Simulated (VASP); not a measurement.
# Ge (C2/m) in VASP: notebook

Runs on Ge. Level: PBE. Tasks: single point, relaxation of cell and atoms.

Everything below comes from runs of VASP 6.6.1. Logs are shortened: lines on timing, memory, paths and dates and some standing lists are left out, and cuts for length are marked.

### Step 1. The cell of the first run

The structure is monoclinic, space group C2/m (No. 12). Conventional cell: a = 4.082 Å, b = 3.007 Å, c = 3.432 Å, α = 90.00°, β = 106.78°, γ = 90.00°. Within 3.3 Å of Ge (site symmetry 2/m) lie 6 Ge at 2.54 to 3.01 Å.

### Step 2. Single point, PBE

Input file INCAR:

```
SYSTEM = Ge
PREC = Accurate ; ENCUT = 520
EDIFF = 1E-6 ; ISMEAR = 0
SIGMA = 0.1 ; LREAL = .FALSE.
LASPH = .TRUE. ; NELM = 60
ALGO = Normal ; ISIF = 2
LWAVE = .FALSE. ; LCHARG = .FALSE.
GGA = PE ; NBANDS = 13
```

Input file KPOINTS:

```
regular mesh
0
G
  8 8 6
  0 0 0
```

Input file POSCAR:

```
Ge
1.0
    2.0411612900     -1.5034620600      0.0000000000
    2.0411612900      1.5034620600      0.0000000000
   -0.9907068300      0.0000000000      3.2856318300
Ge
1
Direct
    0.5000000000      0.5000000000      0.5000000000
```

Potentials or basis: VASP PAW PBE potentials, release 64 (Ge_d).

The run is started by

```sh
$ cat potpaw_PBE.64/Ge_d/POTCAR > POTCAR
$ mpirun -np 1 vasp_std > vasp.out
```

OUTCAR:

```text
SYSTEM = Ge
   PREC = Accurate
   ENCUT = 520
   EDIFF = 1E-6
   ISMEAR = 0
   LREAL = .FALSE.
   LASPH = .TRUE.
   NELM = 60
   ISIF = 2
   GGA = PE

 ion  position               nearest neighbor table
   1  0.500  0.500  0.500-

  LATTYP: Found a base centered monoclinic cell.
 ALAT       =     4.0823225800
 B/A-ratio  =     0.7365719051
 C/A-ratio  =     0.8406355306
 COS(beta)  =    -0.2886889067

  Lattice vectors:

 A1 = (   2.0411612900,  -1.5034620600,   0.0000000000)
 A2 = (   2.0411612900,   1.5034620600,   0.0000000000)
 A3 = (  -0.9907068300,   0.0000000000,   3.2856318300)

Analysis of symmetry for initial positions (statically):
=====================================================================
 Subroutine PRICEL returns:
 Original cell was already a primitive cell.

 Routine SETGRP: Setting up the symmetry group for a
 base centered monoclinic supercell.

 Subroutine GETGRP returns: Found  4 space group operations
 (whereof  4 operations were pure point group operations)
 out of a pool of  4 trial point group operations.

The static configuration has the point symmetry C_2h.

Analysis of symmetry for dynamics (positions and initial velocities):
=====================================================================
 Subroutine PRICEL returns:
 Original cell was already a primitive cell.

 Routine SETGRP: Setting up the symmetry group for a
 base centered monoclinic supercell.

 Subroutine GETGRP returns: Found  4 space group operations
 (whereof  4 operations were pure point group operations)
 out of a pool of  4 trial point group operations.

The dynamic configuration has the point symmetry C_2h.

 Subroutine INISYM returns: Found  4 space group operations
 (whereof  4 operations are pure point group operations),
 and found     1 'primitive' translations

----------------------------------------------------------------------------------------

                                     Primitive cell

  volume of cell :      20.1660

  direct lattice vectors                    reciprocal lattice vectors
     2.041161290 -1.503462060  0.000000000     0.244958594 -0.332565758  0.073861639
     2.041161290  1.503462060  0.000000000     0.244958594  0.332565758  0.073861639
    -0.990706830  0.000000000  3.285631830     0.000000000  0.000000000  0.304355464

  length of vectors
     2.535101098  2.535101098  3.431745408     0.419595327  0.419595327  0.304355464

  position of ions in fractional coordinates (direct lattice)
[... 78 lines left out ...]
   LREAL  =      F    real-space projection
   EDIFFG = 0.1E-04   stopping-criterion for IOM
   NSW    =      0    number of steps for IOM
   IBRION =     -1    ionic relax: 0-MD 1-quasi-New 2-CG
   NFREE  =      0    steps in history (QN), initial steepest desc. (CG)
   ISIF   =      2    stress and relaxation
   ISYM   =      2    0-nonsym 1-usesym 2-fastsym
   POTIM  = 0.5000    time-step for ionic-motion
   TEBEG  =    0.0;   TEEND  =   0.0 temperature during run
   PSTRESS=    0.0 pullay stress
   NELECT =      14.0000    total number of electrons
   NUPDOWN=      -1.0000    fix difference up-down
   EMIN   =  10.00;   EMAX   =-10.00  energy-range for DOS
   EFERMI =   0.00;   METHOD = LEGACY
   ISMEAR =     0;   SIGMA  =   0.10  broadening in eV -4-tet -1-fermi 0-gaus
   EFERMI_NEDOS =   21; number of points for ismear=-14 and -15
   IALGO  =     38    algorithm
   IMIX   =      4    mixing-type and parameters
     AMIX     =   0.40;   BMIX     =  1.00
     AMIX_MAG =   1.60;   BMIX_MAG =  1.00
  volume/ion in A,a.u.               =      20.17       136.09
  Fermi-wavevector in a.u.,A,eV,Ry     =   1.449588  2.739324 28.589999  2.101306
  Thomas-Fermi vector in A             =   2.567298
   LORBIT       =      0    0 simple, 1 ext, 2 COOP (PROOUT), +10 PAW based schemes
   GGA     = PE    functional components
   LHFCALC =     F    Hartree Fock is set to
   AEXX    =    0.0000 exact exchange contribution
   IVDW    =     0    specifies the selected vdW correction
   LEPSILON=     F    determine dielectric tensor
   LRPA    =     F    only Hartree local field effects (RPA)
 non-spin polarized calculation
 Gauss-broadening in eV      SIGMA  =   0.10
  energy-cutoff  :      520.00
  volume of cell :       20.17
 maximum number of plane-waves:       556
   NGX =  9   NGY =  9   NGZ = 13

 number of electron      13.9999992 magnetization

 Free energy of the ion-electron system (eV)
  ---------------------------------------------------
  ext. energy  EPLUGINS =         0.00000000
  ---------------------------------------------------
  free energy    TOTEN  =        -3.86678757 eV

  energy without entropy =       -3.86388098  energy(sigma->0) =       -3.86533428

 E-fermi :   6.3059     XC(G=0): -10.7991

 val. band max:        6.3034955880   @ k =  -0.2500   0.2500   0.3333
 cond. band min:       6.3427124077   @ k =   0.5000   0.0000   0.3333
 fundamental gap:      0.0392168196
 Fermi energy:         6.3058946516

 k-point     1 :       0.0000    0.0000    0.0000
  band No.  band energies     occupation
      1     -19.0845      2.00000
      2     -18.9672      2.00000
      3     -18.7796      2.00000
      4     -18.7751      2.00000
      5     -18.7281      2.00000
      6      -7.3164      2.00000
      7       6.5880      0.00007
      8      11.0313      0.00000
      9      16.4215      0.00000
     10      17.8701      0.00000
     11      20.4020      0.00000
     12      23.3545      0.00000
     13      28.1196      0.00000
[... 354 lines left out ...]
  band No.  band energies     occupation
      1     -19.0421      2.00000
      2     -18.8558      2.00000
      3     -18.8297      2.00000
      4     -18.7774      2.00000
      5     -18.7479      2.00000
      6      -5.2574      2.00000
      7       4.7583      2.00000
      8       7.4459      0.00000
      9      16.8340      0.00000
     10      17.3481      0.00000
     11      22.4922      0.00000
     12      23.2568      0.00000
     13      24.3578      0.00000

 [... further k-points ...]
[... 5 lines left out ...]
  --------------------------------------------------------------------------------------
  -------------------------------------------------------------------------------------
  Total        1.7825066      1.9009027     -0.5318220      0.0000000      0.0000000      0.1095397
  in kB      141.6194920    151.0260235    -42.2530618      0.0000000      0.0000000      8.7028852
  external PRESSURE =      83.4641512 kB  Pullay stress =       0.0000000 kB

 VOLUME and BASIS-vectors are now :
 -----------------------------------------------------------------------------
  energy-cutoff  :      520.00
  volume of cell :       20.17
      direct lattice vectors                 reciprocal lattice vectors
     2.041161290 -1.503462060  0.000000000     0.244958594 -0.332565758  0.073861639
     2.041161290  1.503462060  0.000000000     0.244958594  0.332565758  0.073861639
    -0.990706830  0.000000000  3.285631830     0.000000000  0.000000000  0.304355464

 POSITION                                       TOTAL-FORCE (eV/Angst)
 -----------------------------------------------------------------------------------
      1.54581      0.00000      1.64282        -0.000000      0.000000      0.000000
 -----------------------------------------------------------------------------------
    total drift:                                0.000000      0.000000      0.000000

  FREE ENERGIE OF THE ION-ELECTRON SYSTEM (eV)
  ---------------------------------------------------
  free  energy   TOTEN  =        -3.8667875703 eV

  energy  without entropy=       -3.8638809824  energy(sigma->0) =       -3.86533428
```

stdout:

```text
POSCAR found type information on POSCAR Ge
 POSCAR found :  1 types and       1 ions
 scaLAPACK will be used
 LDA part: xc-table for (Slater+PW92), standard interpolation
 POSCAR, INCAR and KPOINTS ok, starting setup
 FFT: planning ... GRIDC
 FFT: planning ... GRID_SOFT
 FFT: planning ... GRID
 WAVECAR not read
 entering main loop
```

Wall time 15 s (1 thread of Intel Xeon Platinum 8259CL at 2.50GHz (Skylake/Cascade Lake), shared host); peak memory 0.14 GiB.

What came out:

| Item | Value |
| --- | --- |
| Free energy | -3.8668 eV |
| Pressure | 8.3 GPa |
| Band gap on the k mesh | zero (band 7 reaches 8.48 eV, above the bottom of band 8 at 4.26 eV) |

Levels at points of the mesh, in eV from the Fermi level:
| k point | band 3 | band 4 | band 5 | band 6 | band 7 | band 8 | band 9 | band 10 | band 11 | band 12 |
| --- | --- | --- | --- | --- | --- | --- | --- | --- | --- | --- |
| (0.00, 0.00, 0.00) | -25.09 | -25.08 | -25.03 | -13.62 | 0.28 | 4.73 | 10.12 | 11.56 | 14.10 | 17.05 |
| (0.50, 0.00, 0.00) | -25.11 | -25.06 | -24.98 | -7.71 | -6.12 | 3.50 | 7.60 | 10.11 | 12.56 | 13.44 |
| (0.50, 0.50, 0.00) | -25.15 | -25.03 | -24.93 | -4.39 | -3.74 | 1.66 | 4.19 | 6.12 | 7.52 | 16.58 |
| (0.00, 0.00, 0.50) | -25.09 | -25.08 | -25.03 | -12.29 | -5.92 | 10.16 | 11.55 | 14.15 | 16.35 | 18.44 |
| (0.50, 0.00, 0.50) | -25.10 | -25.06 | -24.97 | -6.68 | -5.37 | -0.38 | 3.49 | 9.55 | 13.69 | 20.36 |
| (0.50, 0.50, 0.50) | -25.16 | -25.02 | -24.93 | -4.35 | -3.55 | 2.60 | 3.53 | 7.21 | 7.87 | 11.85 |

### Step 3. Relaxation of cell and atoms, PBE

Input file INCAR:

```
PREC = Accurate
ENCUT = 600
EDIFF = 1E-6
ISMEAR = 0
SIGMA = 0.1
LREAL = False
LASPH = True
NELM = 80
ALGO = Normal
ISIF = 3
LWAVE = False
LCHARG = False
GGA = PE
IBRION = 2
NSW = 90
EDIFFG = -0.04
```

Input file KPOINTS:

```
regular mesh
0
Gamma
  8 8 6
```

POSCAR is that of step 2.

Potentials or basis: VASP PAW PBE potentials, release 64 (Ge_d).

The run is started by

```sh
$ cat potpaw_PBE.64/Ge_d/POTCAR > POTCAR
$ mpirun -np 1 vasp_std > vasp.out
```

Wall time 3.4 min (1 thread of Intel Xeon Platinum 8259CL at 2.50GHz (Skylake/Cascade Lake), shared host); peak memory 0.16 GiB.

The run converged. Its results:

```yaml
Free_energy: -4.1795 eV
Relaxed_volume: 19.90 Å³/atom
Relaxed_cell: a = 2.858 Å, b = 2.858 Å, c = 2.771 Å, α = 110.02°, β = 110.02°, γ = 78.51°
Space_group_after_relaxing_to_0.05_Å: C2/m (No. 12)
Energy_gained_by_relaxing: 312.6 meV/atom
Ionic_steps: 18
Pressure_after_relaxing: -0.1 GPa
Band_gap_on_the_k_mesh: zero (band 7 reaches 12.60 eV, above the bottom of band 8 at 4.23 eV)
```

Stress tensor (GPa, compression positive):
```
-0.31  0.00  0.09
 0.00 -0.18  0.00
 0.09  0.00  0.25
```

Step by step:
```tsv
step	energy change (eV)	largest force (eV/Å)	pressure (GPa)	volume (Å³)
1	0.0000	0.0000	8.41	20.17
2	-0.1207	0.0000	-3.84	23.32
3	-0.1206	0.0000	-2.66	22.83
4	-0.1216	0.0000	-3.21	23.05
5	-0.1724	0.0000	-3.04	22.12
6	-0.2955	0.0000	2.48	19.09
7	-0.2973	0.0000	0.94	19.81
8	-0.3033	0.0000	1.50	19.49
9	-0.3079	0.0000	-1.26	20.40
10	-0.3087	0.0000	-0.72	20.14
11	-0.3117	0.0000	-0.35	20.00
12	-0.3118	0.0000	-0.31	19.98
13	-0.3122	0.0000	0.50	19.80
14	-0.3124	0.0000	-0.08	19.86
15	-0.3124	0.0000	0.26	19.84
16	-0.3124	0.0000	0.21	19.85
17	-0.3124	0.0000	0.19	19.85
18	-0.3126	0.0000	-0.08	19.90
```

Final structure:
```
Ge
1.0
     2.21240   -1.80866   -0.06854
     2.21240    1.80866   -0.06854
    -1.14788    0.00000    2.52250
Ge
1
Direct
  0.50000 0.50000 0.50000
```

Levels at points of the mesh, in eV from the Fermi level:
```
           k point  band 3  band 4  band 5  band 6  band 7  band 8  band 9  band 10  band 11
(0.00, 0.00, 0.00)  -24.66  -24.65  -24.63  -12.82    6.42    6.69    9.72    10.43    11.57
(0.50, 0.00, 0.00)  -24.67  -24.66  -24.60   -8.99   -5.58    7.80    9.03    12.36    14.37
(0.50, 0.50, 0.00)  -24.65  -24.62  -24.57   -5.18   -3.10   -1.55    3.27     6.33    10.23
(0.00, 0.00, 0.50)  -24.66  -24.64  -24.59   -7.87   -5.34    5.85    6.57     9.92    10.80
(0.50, 0.00, 0.50)  -24.66  -24.62  -24.57   -5.78   -4.31    1.11    5.25     6.30    10.25
(0.50, 0.50, 0.50)  -24.70  -24.58  -24.58   -4.42   -3.82    2.50    3.80     7.17     8.17
```
